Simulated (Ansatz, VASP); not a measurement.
# NaI: VASP beside Ansatz

File POSCAR:

```
NaI
1.0
    0.0000000000      3.2430865881      3.2430865881
    3.2430865881      0.0000000000      3.2430865881
    3.2430865881      3.2430865881      0.0000000000
Na I
1 1
Direct
    0.0000000000      0.0000000000      0.0000000000
    0.5000000000      0.5000000000      0.5000000000
```

INCAR.step1

```
PREC = Accurate
ENCUT = 520
EDIFF = 1E-5
ISMEAR = -1
SIGMA = 0.05
LREAL = False
LASPH = True
NELM = 100
ALGO = Normal
ISIF = 2
LWAVE = True
LCHARG = False
NBANDS = 14
GGA = PE
```

Contents of INCAR.step2:

```
PREC = Accurate
ENCUT = 520
EDIFF = 1E-7
ISMEAR = -1
SIGMA = 0.05
LREAL = False
LASPH = True
NELM = 100
ALGO = Normal
ISIF = 2
LWAVE = False
LCHARG = False
GGA = PE
LHFCALC = True
HFSCREEN = 0.2079
PRECFOCK = Normal
NBANDS = 14
ISTART = 1
```

Contents of KPOINTS:

```
Automatic mesh
0
Gamma
  4 4 4
```

Input for Ansatz:

```yaml
crystal:
  lattice:
    - [0.0, 3.243086588058, 3.243086588058]
    - [3.243086588058, 0.0, 3.243086588058]
    - [3.243086588058, 3.243086588058, 0.0]
  atoms:
    - { symbol: Na, position: [0.0, 0.0, 0.0] }
    - { symbol: I, position: [0.5, 0.5, 0.5] }
kpoints:
  mp_grid: { grid: [4, 4, 4] }
hamiltonian:
  xc: hse06
  pseudopotentials:
    kind: all_electron
    relativity: scalar
    datasets: crystal
    dataset_attempts: all
    nuclear_model: point
scf:
  occupations: { method: fermi_dirac, width: 0.05 }
  convergence: { dr2_threshold: "1e-9 eV" }
  max_iter: 400
  exx: { singularity: regularized }
  lower_state_search: "off"
output:
  forces: true
  stress: true
```

Alike in both runs: task single point; functional HSE06; k mesh 4 × 4 × 4; occupations fermi-dirac, width 0.05 eV; no spin polarisation.

```csv
,VASP,Ansatz
version,VASP 6.6.1,Ansatz 0.2.0 development build
potentials or method,"VASP PAW PBE potentials, release 64 (Na_pv, I), cutoff 520 eV","plane waves, all-electron PAW datasets generated for the crystal"
```

VASP gave:

| Item | Value |
| --- | --- |
| gap on the k mesh at the Fermi level (eV) | 4.64 |

Estimate Ansatz's values.

gap on the k mesh at the Fermi level (eV): 4.65.

Ansatz ran all-electron here, and VASP with PAW potentials.

Neither program's run includes spin-orbit coupling.
